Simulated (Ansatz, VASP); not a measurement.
# PbSe in VASP and in Ansatz

```
Pb Se
1.0
     0.00000    3.05155    3.05155
     3.05155    0.00000    3.05155
     3.05155    3.05155    0.00000
Pb Se
1 1
Direct
  0.00000 0.00000 0.00000
  0.50000 0.50000 0.50000
```

Alike in both runs: task single point; functional HSE06; k mesh 4 × 4 × 4; occupations gaussian, width 0.01 eV; no spin polarisation.

|  | VASP | Ansatz |
| --- | --- | --- |
| version | VASP 6.6.1 | Ansatz 0.2.0 |
| potentials or method | VASP PAW PBE potentials, release 64 (Pb_d, Se), cutoff 520 eV | scalar-relativistic, plane waves, PAW |
| valence electrons in the cell | 20 | 30 |

|  | VASP | Ansatz | Ansatz less VASP |
| --- | --- | --- | --- |
| gap on the k mesh at the Fermi level (eV) | 0.67 | 0.66 | -0.014 |
| least direct gap on the mesh (eV) | 0.67 | 0.66 | -0.014 |

VASP's potentials hold 20 valence electrons a cell and Ansatz's 30, so a difference there can come from the potentials and not from the codes.

The k mesh is coarse, so the values compare programs but aren't converged. Spin-orbit coupling is off throughout.
